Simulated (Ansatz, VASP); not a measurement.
# CoSi2 in VASP and in Ansatz

File INCAR:

```
PREC = Accurate
ENCUT = 600
EDIFF = 1E-6
ISMEAR = 1
SIGMA = 0.1
LREAL = F
LASPH = T
NELM = 60
ALGO = Normal
ISIF = 3
LWAVE = F
LCHARG = F
GGA = PE
IBRION = 2
NSW = 80
EDIFFG = -0.005
```

File KPOINTS:

```
regular mesh
0
Gamma
  13 13 13
```

Contents of POSCAR:

```
CoSi2
1.0
    0.0000000000      2.6564198000      2.6564198000
    2.6564198000      0.0000000000      2.6564198000
    2.6564198000      2.6564198000      0.0000000000
Co Si
1 2
Direct
    0.0000000000      0.0000000000      0.0000000000
    0.7500000000      0.7500000000      0.7500000000
    0.2500000000      0.2500000000      0.2500000000
```

Input for Ansatz:

```yaml
crystal:
  lattice:
    - [0.0, 2.6564198, 2.6564198]
    - [2.6564198, 0.0, 2.6564198]
    - [2.6564198, 2.6564198, 0.0]
  atoms:
    - { symbol: Co, position: [0.0, 0.0, 0.0] }
    - { symbol: Si, position: [0.75, 0.75, 0.75] }
    - { symbol: Si, position: [0.25, 0.25, 0.25] }
basis:
  ecutwfc: 420
  xc_grid: 2
hamiltonian:
  xc: pbe
  pseudopotentials: { kind: paw, azcp: { folder: soft_1 } }
kpoints:
  mp_grid: { grid: [13, 13, 13] }
scf:
  occupations: { method: methfessel_paxton, width: 0.1 }
  max_iter: 120
relax:
  f_tol: 0.005
  max_steps: 60
  cell: {}
output:
  forces: true
  stress: true
checkpoint:
  write: "../cell.run"
  compress: false
  write_wavefunctions: false
  write_every: 100000
```

Alike in both runs: task relaxation of cell and atoms; functional PBE; k mesh 13 × 13 × 13; occupations methfessel-paxton of order 1, width 0.1 eV; no spin polarisation.

|  | VASP | Ansatz |
| --- | --- | --- |
| version | VASP 6.6.1 | Ansatz 0.2.0 |
| potentials or method | VASP PAW PBE potentials, release 64 (Co, Si), cutoff 600 eV | plane-wave PAW DFT |
| valence electrons in the cell | 17 | 25 |

Ansatz gave:

```
relaxed volume (Å³/atom)                                     : 12.83
relaxed cell length with the largest relative difference (Å) : 3.790
```

What did VASP give for the same quantities?

Relaxed volume (Å³/atom): 12.82; relaxed cell length with the largest relative difference (Å): 3.789.

VASP's potentials hold 17 valence electrons a cell and Ansatz's 25, so a difference there can come from the potentials and not from the codes.
